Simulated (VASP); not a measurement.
Input of a VASP 6.6.1 run:

File INCAR:

```
ALGO = Normal
EDIFF = 1E-7
ENCUT = 520
GGA = PE
ISIF = 2
ISMEAR = 0
LASPH = T
LCHARG = F
LREAL = Auto
LWAVE = F
NBANDS = 46
NELM = 60
PREC = Accurate
SIGMA = 0.05
```

File KPOINTS:

```
k-points
0
Gamma
  6 6 6
```

File POSCAR:

```
BN
1.0
   -2.5545800964      0.0000000000      4.2245145354
   -2.5545800964      0.0000000000     -4.2245145354
    2.5545800964     -4.4246625189      0.0000000000
B N
8 8
Direct
    0.6665695941      0.6667637392      0.3333333333
    0.6665695941      0.6667637392      0.8333333333
    0.1665695941      0.1667637392      0.3333333333
    0.1665695941      0.1667637392      0.8333333333
    0.5832362608      0.0834304059      0.1666666667
    0.5832362608      0.0834304059      0.6666666667
    0.0832362608      0.5834304059      0.1666666667
    0.0832362608      0.5834304059      0.6666666667
    0.4792637392      0.8540695941      0.3333333333
    0.4792637392      0.8540695941      0.8333333333
    0.9792637392      0.3540695941      0.3333333333
    0.9792637392      0.3540695941      0.8333333333
    0.3959304059      0.2707362608      0.1666666667
    0.3959304059      0.2707362608      0.6666666667
    0.8959304059      0.7707362608      0.1666666667
    0.8959304059      0.7707362608      0.6666666667
```

Potentials or basis: VASP PAW PBE potentials, release 64 (B, N).

Command:

```sh
$ cat potpaw_PBE.64/B/POTCAR potpaw_PBE.64/N/POTCAR > POTCAR
$ mpirun -np 1 vasp_std > vasp.out
```

Question: Estimate the pressure.

Answer: 0.2 GPa.

Question: What does it give for the band gap on the k mesh?

Answer: 5.21 eV.

A k mesh can miss the band edges.
